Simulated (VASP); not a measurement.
The system is MgS.

```
CELL_PARAMETERS angstrom
0.00000 2.79483 2.79483
2.79483 0.00000 2.79483
2.79483 2.79483 0.00000
ATOMIC_POSITIONS crystal
S 0.25000 0.25000 0.25000
Mg 0.00000 0.00000 0.00000
```

Base run:

* Program: VASP 6.6.1
* Functional: LDA
* Potentials or basis: VASP PAW LDA potentials, release 64 (S, Mg)
* Cutoff: 520 eV
* k mesh: 8 × 8 × 8
* Occupations: fermi-dirac, width 0.05 eV
* Spin: no spin polarisation

Its results: band gap on the k mesh 3.39 eV, direct; pressure -0.2 GPa.

Q: After a change of settings the same cell gave: band gap on the k mesh 4.29 eV, indirect (least direct gap 4.34 eV); pressure 2.2 GPa. Which change was it?
A. further incar settings from ALGO = Normal; EDIFF = 1e-06; NBANDS = 11 to ALGO = Normal; EDIFF = 1e-07; NBANDS = 11
B. functional from LDA to r2SCAN; potentials or basis from VASP PAW LDA potentials, release 64 (S, Mg) to VASP PAW PBE potentials, release 64 (S, Mg)
C. functional from LDA to PBEsol; potentials or basis from VASP PAW LDA potentials, release 64 (S, Mg) to VASP PAW PBE potentials, release 64 (S, Mg)

A: B.

Caveats: the PAW data sets were made with another functional, which shifts forces and pressure a little (some runs).
